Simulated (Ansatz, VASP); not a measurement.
Two plane-wave programs on CdF2

```
CELL_PARAMETERS angstrom
0.00000 2.73938 2.73938
2.73938 0.00000 2.73938
2.73938 2.73938 0.00000
ATOMIC_POSITIONS crystal
Cd 0.00000 0.00000 0.00000
F 0.25000 0.25000 0.25000
F 0.75000 0.75000 0.75000
```

Alike in both runs: task relaxation of cell and atoms; functional PBE; k mesh 8 × 8 × 8; occupations gaussian, width 0.02 eV; no spin polarisation.

|  | VASP | Ansatz |
| --- | --- | --- |
| version | VASP 6.6.1 | Ansatz 0.2.0 |
| potentials or method | VASP PAW PBE potentials, release 64 (Cd, F), cutoff 600 eV | scalar-relativistic, plane waves, PAW |
| valence electrons in the cell | 26 | 34 |

Ansatz gave:

| Quantity | Value |
| --- | --- |
| gap on the k mesh at the Fermi level, each at its own relaxed structure (eV) | 2.92 |
| relaxed volume (Å³/atom) | 13.72 |
| relaxed cell length with the largest relative difference (Å) | 3.876 |

Question: Which values does VASP return?

Answer: gap on the k mesh at the Fermi level, each at its own relaxed structure (eV): 2.87; relaxed volume (Å³/atom): 13.78; relaxed cell length with the largest relative difference (Å): 3.881.

VASP's potentials hold 26 valence electrons a cell and Ansatz's 34, so a difference there can come from the potentials and not from the codes.
